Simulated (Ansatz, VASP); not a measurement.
# Cu: VASP beside Ansatz

```xyz
1
Lattice="0.0000 1.8145 1.8145 1.8145 0.0000 1.8145 1.8145 1.8145 0.0000" Properties=species:S:1:pos:R:3 pbc="T T T"
Cu    0.0000    0.0000    0.0000
```

Alike in both runs: functional PBE; k mesh 19 × 19 × 19; occupations fermi-dirac, width 0.05 eV; no spin polarisation.

Ansatz relaxed the structure, and its values are those at the end. VASP's run is a single point on that final structure, the one shown.

```csv
,VASP,Ansatz
version,VASP 6.6.1,Ansatz 0.2.0
potentials or method,"VASP PAW PBE potentials, release 64 (Cu), cutoff 520 eV","all-electron LAPW, scalar-relativistic"
```

|  | VASP | Ansatz | Ansatz less VASP |
| --- | --- | --- | --- |
| pressure (GPa) | 0.5 | 0.0 | -0.56 |

Ansatz ran all-electron here, and VASP with PAW potentials.
